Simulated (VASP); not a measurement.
A run of VASP 6.6.1 is set up as follows.

The input POSCAR:

```
InAs
1.0
    0.0000000000      3.1141289529      3.1141289529
    3.1141289529      0.0000000000      3.1141289529
    3.1141289529      3.1141289529      0.0000000000
In As
1 1
Direct
    0.0000000000      0.0000000000      0.0000000000
    0.7500000000      0.7500000000      0.7500000000
```

Contents of INCAR.step1:

```
ALGO = Normal
EDIFF = 1E-5
ENCUT = 520
GGA = PE
ISIF = 2
ISMEAR = -1
LASPH = True
LCHARG = False
LREAL = False
LWAVE = True
NBANDS = 16
NELM = 60
PREC = Accurate
SIGMA = 0.05
```

The input INCAR.step2:

```
AEXX = 0.2
AGGAC = 0.81
AGGAX = 0.72
ALDAC = 0.19
ALGO = Normal
EDIFF = 1E-6
ENCUT = 520
GGA = B3
ISIF = 2
ISMEAR = -1
ISTART = 1
LASPH = True
LCHARG = False
LHFCALC = True
LREAL = False
LWAVE = False
NBANDS = 16
NELM = 60
PREC = Accurate
PRECFOCK = Normal
SIGMA = 0.05
```

The input KPOINTS:

```
k-points
0
Gamma
  4 4 4
```

Potentials or basis: VASP PAW PBE potentials, release 64 (In_d, As).

Command:

```bash
$ cat potpaw_PBE.64/In_d/POTCAR potpaw_PBE.64/As/POTCAR > POTCAR
$ cp INCAR.step1 INCAR
$ mpirun -np 1 vasp_std > vasp.out
$ cp INCAR.step2 INCAR
$ mpirun -np 1 vasp_std > vasp.out
```

Q: Predict the pressure.

A: -0.1 GPa.

Caveat: the k points lie up to 0.44 Å⁻¹ apart; the PAW data sets were made with another functional, which shifts forces and pressure a little.
